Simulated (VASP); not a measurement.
# SiNi (Pmmn) in VASP: notebook

The runs below take SiNi through single point, with PBE.

All numbers are computed with VASP 6.6.1; they aren't measurements. Logs are shortened: lines on timing, memory, paths and dates and some standing lists are left out, and cuts for length are marked.

## (1) The cell of the first run

Symmetry: Pmmn, No. 59, orthorhombic system. Conventional cell: a = 3.141 Å, b = 3.350 Å, c = 4.455 Å, α = 90.00°, β = 90.00°, γ = 90.00°. Si (site symmetry mm2) has 6 Ni at 2.22 to 2.44 Å and 4 Si at 2.69 Å within 2.9 Å. Ni (site symmetry mm2) has 6 Si at 2.22 to 2.44 Å and 4 Ni at 2.69 Å within 2.9 Å.

## (2) Single point, PBE

File INCAR:

```
ALGO = Normal
EDIFF = 1E-6
ENCUT = 520
GGA = PE
ISIF = 2
ISMEAR = 0
LASPH = True
LCHARG = True
LELF = True
LREAL = False
LVHAR = True
LWAVE = False
NBANDS = 22
NELM = 60
PREC = Accurate
SIGMA = 0.15
```

File KPOINTS:

```
k-points
0
Gamma
  18 16 12
```

File POSCAR:

```
SiNi
1.0
    3.1413928296      0.0000000000      0.0000000000
    0.0000000000      3.3501461665      0.0000000000
    0.0000000000      0.0000000000      4.4547486455
Si Ni
2 2
Direct
    0.5000000000      0.5000000000      0.8431827238
    0.0000000000      0.0000000000      0.1568172762
    0.5000000000      0.5000000000      0.3423059774
    0.0000000000      0.0000000000      0.6576940226
```

Potentials or basis: VASP PAW PBE potentials, release 64 (Si, Ni).

The run is started by

```sh
> cat potpaw_PBE.64/Si/POTCAR potpaw_PBE.64/Ni/POTCAR > POTCAR
> mpirun -np 1 vasp_std > vasp.out
```

OUTCAR:

```text
EDIFF = 1E-6
   ENCUT = 520
   GGA = PE
   ISIF = 2
   ISMEAR = 0
   LASPH = True
   LREAL = False
   NELM = 60
   PREC = Accurate

 ion  position               nearest neighbor table
   1  0.500  0.500  0.843-   3 2.22   3 2.23   4 2.44   4 2.44   4 2.44   4 2.44   2 2.69   2 2.69
                             2 2.69   2 2.69
   2  0.000  0.000  0.157-   4 2.22   4 2.23   3 2.44   3 2.44   3 2.44   3 2.44   1 2.69   1 2.69
                             1 2.69   1 2.69
   3  0.500  0.500  0.342-   1 2.22   1 2.23   2 2.44   2 2.44   2 2.44   2 2.44   4 2.69   4 2.69
                             4 2.69   4 2.69
   4  0.000  0.000  0.658-   2 2.22   2 2.23   1 2.44   1 2.44   1 2.44   1 2.44   3 2.69   3 2.69
                             3 2.69   3 2.69

  LATTYP: Found a simple orthorhombic cell.
 ALAT       =     3.1413928296
 B/A-ratio  =     1.0664524777
 C/A-ratio  =     1.4180807327

  Lattice vectors:

 A1 = (   3.1413928296,   0.0000000000,   0.0000000000)
 A2 = (   0.0000000000,   3.3501461665,   0.0000000000)
 A3 = (   0.0000000000,   0.0000000000,   4.4547486455)

Analysis of symmetry for initial positions (statically):
=====================================================================
 Subroutine PRICEL returns:
 Original cell was already a primitive cell.

 Routine SETGRP: Setting up the symmetry group for a
 simple orthorhombic supercell.

 Subroutine GETGRP returns: Found  8 space group operations
 (whereof  4 operations were pure point group operations)
 out of a pool of  8 trial point group operations.

The static configuration has the point symmetry C_2v.
 The point group associated with its full space group is D_2h.

Analysis of symmetry for dynamics (positions and initial velocities):
=====================================================================
 Subroutine PRICEL returns:
 Original cell was already a primitive cell.

 Routine SETGRP: Setting up the symmetry group for a
 simple orthorhombic supercell.

 Subroutine GETGRP returns: Found  8 space group operations
 (whereof  4 operations were pure point group operations)
 out of a pool of  8 trial point group operations.

The dynamic configuration has the point symmetry C_2v.
 The point group associated with its full space group is D_2h.

 Subroutine INISYM returns: Found  8 space group operations
 (whereof  4 operations are pure point group operations),
 and found     1 'primitive' translations

----------------------------------------------------------------------------------------

                                     Primitive cell

  volume of cell :      46.8823

  direct lattice vectors                    reciprocal lattice vectors
     3.141392830  0.000000000  0.000000000     0.318330134  0.000000000  0.000000000
     0.000000000  3.350146167  0.000000000     0.000000000  0.298494439  0.000000000
     0.000000000  0.000000000  4.454748645     0.000000000  0.000000000  0.224479556

  length of vectors
     3.141392830  3.350146167  4.454748645     0.318330134  0.298494439  0.224479556

  position of ions in fractional coordinates (direct lattice)
     0.500000000  0.500000000  0.843182724
     0.000000000  0.000000000  0.156817276
     0.500000000  0.500000000  0.342305977
     0.000000000  0.000000000  0.657694023

  ion indices of the primitive-cell ions
   primitive index   ion index
                 1           1
                 2           2
                 3           3
                 4           4

----------------------------------------------------------------------------------------

 KPOINTS: k-points

Automatic generation of k-mesh.
 Grid dimensions read from file:
 generate k-points for:   18   16   12

 Generating k-lattice:

  Cartesian coordinates                     Fractional coordinates (reciprocal lattice)
     0.017685007  0.000000000  0.000000000     0.055555556  0.000000000  0.000000000
     0.000000000  0.018655902  0.000000000     0.000000000  0.062500000  0.000000000
     0.000000000  0.000000000  0.018706630     0.000000000  0.000000000  0.083333333

  Length of vectors
     0.017685007  0.018655902  0.018706630

  Shift w.r.t. Gamma in fractional coordinates (k-lattice)
     0.000000000  0.000000000  0.000000000

 Subroutine IBZKPT returns following result:
 ===========================================

 Found    630 irreducible k-points:

 Following reciprocal coordinates:
            Coordinates               Weight
  0.000000  0.000000  0.000000      1.000000
  0.055556  0.000000  0.000000      2.000000
  0.111111  0.000000  0.000000      2.000000
  0.166667  0.000000  0.000000      2.000000
  0.222222  0.000000  0.000000      2.000000
  0.277778  0.000000  0.000000      2.000000
[... 16 lines left out ...]
  0.111111  0.125000  0.000000      4.000000
  0.166667  0.125000  0.000000      4.000000
 [... further k-points ...]
   k-points           NKPTS =    630   k-points in BZ     NKDIM =    630   number of bands    NBANDS=     22
   number of dos      NEDOS =    301   number of ions     NIONS =      4
   total plane-waves  NPLWV =  24192
   dimension x,y,z NGX =    24 NGY =   28 NGZ =   36
   dimension x,y,z NGXF=    48 NGYF=   56 NGZF=   72
   ions per type =               2   2
   NGX,Y,Z   is equivalent  to a cutoff of  12.70, 13.89, 13.43 a.u.
   NGXF,Y,Z  is equivalent  to a cutoff of  25.40, 27.79, 26.87 a.u.
 SYSTEM =  unknown system
   PREC   = accura    normal or accurate (medium, high low for compatibility)
   ISTART =      0    job   : 0-new  1-cont  2-samecut
   ICHARG =      2    charge: 1-file 2-atom 10-const
   ISPIN  =      1    spin polarized calculation?
   LNONCOLLINEAR =      F non collinear calculations
   LSORBIT =      F    spin-orbit coupling
   LASPH  =      T    aspherical Exc in radial PAW
   ENCUT  =  520.0 eV  38.22 Ry    6.18 a.u.   5.84  6.23  8.28*2*pi/ulx,y,z
   NELM   =     60;   NELMIN=  2; NELMDL= -5     # of ELM steps
   EDIFF  = 0.1E-05   stopping-criterion for ELM
   LREAL  =      F    real-space projection
   EDIFFG = 0.1E-04   stopping-criterion for IOM
   NSW    =      0    number of steps for IOM
   IBRION =     -1    ionic relax: 0-MD 1-quasi-New 2-CG
   NFREE  =      0    steps in history (QN), initial steepest desc. (CG)
   ISIF   =      2    stress and relaxation
   ISYM   =      2    0-nonsym 1-usesym 2-fastsym
   POTIM  = 0.5000    time-step for ionic-motion
   TEBEG  =    0.0;   TEEND  =   0.0 temperature during run
   PSTRESS=    0.0 pullay stress
   NELECT =      28.0000    total number of electrons
   NUPDOWN=      -1.0000    fix difference up-down
   EMIN   =  10.00;   EMAX   =-10.00  energy-range for DOS
   EFERMI =   0.00;   METHOD = LEGACY
   ISMEAR =     0;   SIGMA  =   0.15  broadening in eV -4-tet -1-fermi 0-gaus
   EFERMI_NEDOS =   21; number of points for ismear=-14 and -15
   IALGO  =     38    algorithm
   IMIX   =      4    mixing-type and parameters
     AMIX     =   0.40;   BMIX     =  1.00
     AMIX_MAG =   1.60;   BMIX_MAG =  1.00
  volume/ion in A,a.u.               =      11.72        79.09
  Fermi-wavevector in a.u.,A,eV,Ry     =   1.378662  2.605293 25.860711  1.900709
  Thomas-Fermi vector in A             =   2.503703
   LORBIT       =      0    0 simple, 1 ext, 2 COOP (PROOUT), +10 PAW based schemes
   GGA     = PE    functional components
   LHFCALC =     F    Hartree Fock is set to
   AEXX    =    0.0000 exact exchange contribution
   IVDW    =     0    specifies the selected vdW correction
   LEPSILON=     F    determine dielectric tensor
   LRPA    =     F    only Hartree local field effects (RPA)
 non-spin polarized calculation
 Gauss-broadening in eV      SIGMA  =   0.15
  energy-cutoff  :      520.00
  volume of cell :       46.88
 maximum number of plane-waves:      1284
 NGX is ok and might be reduce to    24

 number of electron      28.0000015 magnetization

 Free energy of the ion-electron system (eV)
  ---------------------------------------------------
  ext. energy  EPLUGINS =         0.00000000
  ---------------------------------------------------
  free energy    TOTEN  =       -23.41535295 eV

  energy without entropy =      -23.40272965  energy(sigma->0) =      -23.40904130

 E-fermi :  11.0392     XC(G=0): -12.4005

 val. band max:       11.0380788948   @ k =   0.2222   0.0625   0.0833
 cond. band min:      11.0410853667   @ k =   0.0000   0.1875   0.2500
 fundamental gap:      0.0030064719
 Fermi energy:        11.0392229387

 k-point     1 :       0.0000    0.0000    0.0000
  band No.  band energies     occupation
      1      -2.5521      2.00000
      2       3.4872      2.00000
      3       5.2409      2.00000
      4       7.0188      2.00000
      5       7.5095      2.00000
      6       7.9362      2.00000
[... 14 lines left out ...]
     21      19.5937      0.00000
     22      20.6869      0.00000

 k-point     2 :       0.0556    0.0000    0.0000
  band No.  band energies     occupation
      1      -2.5067      2.00000
      2       3.5121      2.00000
      3       5.2733      2.00000
      4       6.9938      2.00000
      5       7.5259      2.00000
      6       7.9174      2.00000
[... 14 lines left out ...]
     21      19.6398      0.00000
     22      20.7031      0.00000

 k-point     3 :       0.1111    0.0000    0.0000
  band No.  band energies     occupation
      1      -2.3708      2.00000
      2       3.5810      2.00000
      3       5.3689      2.00000
      4       6.8761      2.00000
      5       7.5738      2.00000
      6       7.8669      2.00000
[... 14 lines left out ...]
     21      19.7780      0.00000
     22      20.7504      0.00000
[... 476 lines left out ...]
 k-point    23 :       0.1111    0.1250    0.0000
  band No.  band energies     occupation
      1      -2.1710      2.00000
      2       3.6115      2.00000
      3       5.5092      2.00000
      4       6.5959      2.00000
      5       7.4935      2.00000
      6       7.8487      2.00000
[... 14 lines left out ...]
     21      19.2681      0.00000
     22      19.9149      0.00000

 k-point    24 :       0.1667    0.1250    0.0000
  band No.  band energies     occupation
      1      -1.9471      2.00000
      2       3.7003      2.00000
      3       5.6588      2.00000
      4       6.4797      2.00000
      5       7.4108      2.00000
      6       7.6503      2.00000
[... 14 lines left out ...]
     21      18.9026      0.00000
     22      19.0390      0.00000

 [... further k-points ...]
[... 5 lines left out ...]
  --------------------------------------------------------------------------------------
  -------------------------------------------------------------------------------------
  Total       -0.8929157     -1.2119917      6.6339735      0.0000000      0.0000000      0.0000000
  in kB      -30.5148927    -41.4191349    226.7123134      0.0000000      0.0000000      0.0000000
  external PRESSURE =      51.5927619 kB  Pullay stress =       0.0000000 kB

 VOLUME and BASIS-vectors are now :
 -----------------------------------------------------------------------------
  energy-cutoff  :      520.00
  volume of cell :       46.88
      direct lattice vectors                 reciprocal lattice vectors
     3.141392830  0.000000000  0.000000000     0.318330134  0.000000000  0.000000000
     0.000000000  3.350146167  0.000000000     0.000000000  0.298494439  0.000000000
     0.000000000  0.000000000  4.454748645     0.000000000  0.000000000  0.224479556

 POSITION                                       TOTAL-FORCE (eV/Angst)
 -----------------------------------------------------------------------------------
      1.57070      1.67507      3.75617         0.000000      0.000000      0.032866
      0.00000      0.00000      0.69858         0.000000      0.000000     -0.032866
      1.57070      1.67507      1.52489         0.000000      0.000000      0.383218
      0.00000      0.00000      2.92986         0.000000      0.000000     -0.383218
 -----------------------------------------------------------------------------------
    total drift:                                0.000000      0.000000      0.000000

  FREE ENERGIE OF THE ION-ELECTRON SYSTEM (eV)
  ---------------------------------------------------
  free  energy   TOTEN  =       -23.4153529462 eV

  energy  without entropy=      -23.4027296477  energy(sigma->0) =      -23.40904130
```

Run time: 8 min. Hardware: 1 thread of Oxide Virtual Turin-like, shared host; peak memory 0.58 GiB.

What came out:

| Quantity | Value |
| --- | --- |
| Free energy | -23.4154 eV |
| Pressure | 5.2 GPa |
| Largest force | 0.383 eV/Å |
| Band gap on the k mesh | zero (band 14 reaches 12.93 eV, above the bottom of band 15 at 10.33 eV) |

Forces on the atoms (eV/Å):
```
Si   0.000  0.000  0.033
Si   0.000  0.000 -0.033
Ni   0.000  0.000  0.383
Ni   0.000  0.000 -0.383
```

## (3) Single point, PBE

This run uses another cell than the first one, of the same volume but with other edges.

File INCAR:

```
SYSTEM = SiNi
  ALGO = Normal
  EDIFF = 1E-6
  ENCUT = 520
  GGA = PE
  ISIF = 2
  ISMEAR = 0
  LASPH = .TRUE.
  LCHARG = .FALSE.
  LREAL = .FALSE.
  LWAVE = .FALSE.
  NBANDS = 22
  NELM = 60
  PREC = Accurate
  SIGMA = 0.15
```

File KPOINTS:

```
k-points
0
G
  18 16 12
  0 0 0
```

File POSCAR:

```
SiNi
1.0
    2.9597427278      0.0000000000      0.0000000000
    0.0000000000      3.1564249654      0.0000000000
    0.0000000000      0.0000000000      5.0183364671
Si Ni
2 2
Direct
    0.5000000000      0.5000000000      0.8431827238
    0.0000000000      0.0000000000      0.1568172762
    0.5000000000      0.5000000000      0.3423059774
    0.0000000000      0.0000000000      0.6576940226
```

Potentials or basis: VASP PAW PBE potentials, release 64 (Si, Ni).

The run is started by

```sh
> cat potpaw_PBE.64/Si/POTCAR potpaw_PBE.64/Ni/POTCAR > POTCAR
> mpirun -np 1 vasp_std > vasp.out
```

Wall time 6.8 min (1 thread of Oxide Virtual Turin-like, shared host); peak memory 0.58 GiB.

Results (log left out):

| Property | Result |
| --- | --- |
| Free energy | -23.4523 eV |
| Pressure | -1.3 GPa |
| Largest force | 0.265 eV/Å |
| Band gap on the k mesh | zero (band 14 reaches 12.82 eV, above the bottom of band 15 at 10.79 eV) |

Forces in eV/Å, atoms in the order of the input:
```
Si   0.000  0.000 -0.046
Si   0.000  0.000  0.046
Ni   0.000  0.000 -0.265
Ni   0.000  0.000  0.265
```

Stress tensor (GPa, compression positive):
```
  3.73   0.00   0.00
  0.00   4.53   0.00
  0.00   0.00 -12.08
```

Levels at points of the mesh, in eV from the Fermi level:
```
           k point  band 12  band 13  band 14  band 15  band 16  band 17
(0.00, 0.00, 0.00)    -1.98    -1.80    -0.25     1.37     3.48     5.25
(0.50, 0.00, 0.00)    -2.36    -1.54    -1.54     1.17     1.17     4.20
(0.00, 0.50, 0.00)    -2.14    -1.89    -1.89     0.81     0.81     5.20
(0.50, 0.50, 0.00)    -1.83    -1.55    -1.55     1.61     1.61     1.78
(0.00, 0.00, 0.50)    -2.01     0.51     1.49     2.50     2.58     2.68
(0.50, 0.00, 0.50)    -2.13    -1.40    -1.40     4.20     4.20     4.33
(0.00, 0.50, 0.50)    -1.99    -1.81    -1.81     3.97     3.97     5.42
(0.50, 0.50, 0.50)    -1.81    -1.41    -1.41    -0.43    -0.43     1.33
```
